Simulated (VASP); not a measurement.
# Li3Au5: relaxation of cell and atoms with PBE

Crystal: Li3Au5.

```xyz
8
Lattice="-3.1981 3.1981 3.1981 3.1981 -3.1981 3.1981 3.1981 3.1981 -3.1981" Properties=species:S:1:pos:R:3 pbc="T T T"
Li    3.1981    0.0000    0.0000
Li    0.0000    3.1981    0.0000
Li    0.0000    0.0000    3.1981
Au    1.5990    1.5990    1.5990
Au    1.5990    1.5990   -1.5990
Au    1.5990   -1.5990    1.5990
Au   -1.5990    1.5990    1.5990
Au    0.0000    0.0000    0.0000
```

The cell was generated, and may not be a known phase.

* Program: VASP 6.6.1
* Task: relaxation of cell and atoms
* Functional: PBE
* Potentials or basis: VASP PAW PBE potentials, release 64 (Li_sv, Au)
* Cutoff: 600 eV
* k mesh: 8 × 8 × 8
* Occupations: gaussian, width 0.1 eV
* Spin: no spin polarisation
* Dipole correction: no
* Further INCAR settings: ALGO = Fast; EDIFF = 1e-06; IBRION = 2; EDIFFG = -0.01; NSW = 100; ISIF = 3

The pressure after relaxing is -0.1 GPa and the band gap on the k mesh is zero (bands 32 and 33 overlap by 1.05 eV).

Final structure:
```
Li Au
1.0
    -3.19808    3.19808    3.19808
     3.19808   -3.19808    3.19808
     3.19808    3.19808   -3.19808
Li Au
3 5
Direct
  0.00000 0.50000 0.50000
  0.50000 0.00000 0.50000
  0.50000 0.50000 0.00000
  0.50000 0.50000 0.50000
  0.00000 0.00000 0.50000
  0.00000 0.50000 0.00000
  0.50000 0.00000 0.00000
  0.00000 0.00000 0.00000
```

Levels at points of the mesh, in eV from the Fermi level:
| k point | band 28 | band 29 | band 30 | band 31 | band 32 | band 33 | band 34 | band 35 | band 36 | band 37 |
| --- | --- | --- | --- | --- | --- | --- | --- | --- | --- | --- |
| (0.00, 0.00, 0.00) | -1.81 | -1.81 | -0.12 | -0.12 | -0.12 | 0.01 | 0.01 | 0.01 | 2.02 | 2.02 |
| (0.50, 0.00, 0.00) | -2.81 | -2.80 | -2.08 | -0.98 | 0.31 | 0.57 | 0.97 | 3.19 | 3.49 | 4.45 |
| (0.50, 0.50, 0.50) | -2.37 | -2.37 | -1.50 | -1.50 | -1.50 | -0.73 | -0.73 | 4.08 | 4.93 | 4.93 |

Wall time 2.8 min on 1 thread of Intel(R) Xeon(R) 6975P-C (Granite Rapids), on a shared host, peak memory 0.39 GiB.

Caveat: the cutoff is under 1.25 times the usual one of these potentials, so pressure, stress and relaxed cells hold a basis-set (Pulay) error; the relaxation stopped at its first step, so nothing moved; spin-orbit coupling is left out, which moves the levels of the heavy elements.
